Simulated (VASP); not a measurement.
A run of VASP 6.6.1 is set up as follows.

INCAR

```
  ALGO = Normal
  EDIFF = 1E-6
  ENCUT = 520
  GGA = PE
  ISIF = 2
  ISMEAR = 0
  LASPH = T
  LCHARG = F
  LREAL = F
  LWAVE = F
  NBANDS = 12
  NELM = 80
  PREC = Accurate
  SIGMA = 0.1
```

KPOINTS

```
k-points
0
Gamma
  28 28 28
```

POSCAR

```
B2N
1.0
   -1.1488558399      1.1488558399      3.7035896404
    1.1488558399     -1.1488558399      3.7035896404
    1.1488558399      1.1488558399     -3.7035896404
B N
2 1
Direct
    0.3759475881      0.3759475881      0.0000000000
    0.6240524119      0.6240524119      0.0000000000
    0.0000000000      0.0000000000      0.0000000000
```

Potentials or basis: VASP PAW PBE potentials, release 64 (B, N).

The run is started by

```console
$ cat potpaw_PBE.64/B/POTCAR potpaw_PBE.64/N/POTCAR > POTCAR
$ mpirun -np 1 vasp_std > vasp.out
```

**Question.** What does it give for the band gap on the k mesh?

**Answer.** Zero (an odd number of electrons rules out a gap without spin polarisation).

**Question.** What does it give for the pressure?

**Answer.** -0.1 GPa.

**Question.** Predict the largest force.

**Answer.** 0.008 eV/Å.

Forces on the atoms (eV/Å):
```
B    0.000  0.000 -0.008
B    0.000  0.000  0.008
N    0.000  0.000  0.000
```
